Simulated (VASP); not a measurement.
A run of VASP 6.6.1 is set up as follows.

Contents of INCAR:

```
PREC = Accurate
ENCUT = 500
EDIFF = 1E-7
ISMEAR = -1
SIGMA = 0.15
LREAL = F
LASPH = T
NELM = 120
ALGO = Normal
ISIF = 3
LWAVE = F
LCHARG = F
IBRION = 2
NSW = 80
EDIFFG = -0.001
GGA_COMPAT = F
NELMIN = 4
```

The input KPOINTS:

```
regular mesh
0
Gamma
  12 12 12
```

Contents of POSCAR:

```
InSb
1.0
    0.0000000000      3.2249616416      3.2249616416
    3.2249616416      0.0000000000      3.2249616416
    3.2249616416      3.2249616416      0.0000000000
In Sb
1 1
Direct
    0.0000000000      0.0000000000      0.0000000000
    0.7500000000      0.7500000000      0.7500000000
```

Potentials or basis: VASP PAW LDA potentials, release 64 (In_d, Sb).

Run with:

```sh
$ cat potpaw_LDA.64/In_d/POTCAR potpaw_LDA.64/Sb/POTCAR > POTCAR
$ mpirun -np 1 vasp_std > vasp.out
```

**Question.** What does it give for the relaxed volume?

**Answer.** 33.63 Å³/atom.

**Question.** Estimate the space group after relaxing (to 0.05 Å).

**Answer.** F-43m (No. 216).

Final structure:
```
CELL_PARAMETERS angstrom
0.00000 3.22774 3.22774
3.22774 0.00000 3.22774
3.22774 3.22774 0.00000
ATOMIC_POSITIONS crystal
In 0.00000 0.00000 0.00000
Sb 0.75000 0.75000 0.75000
```
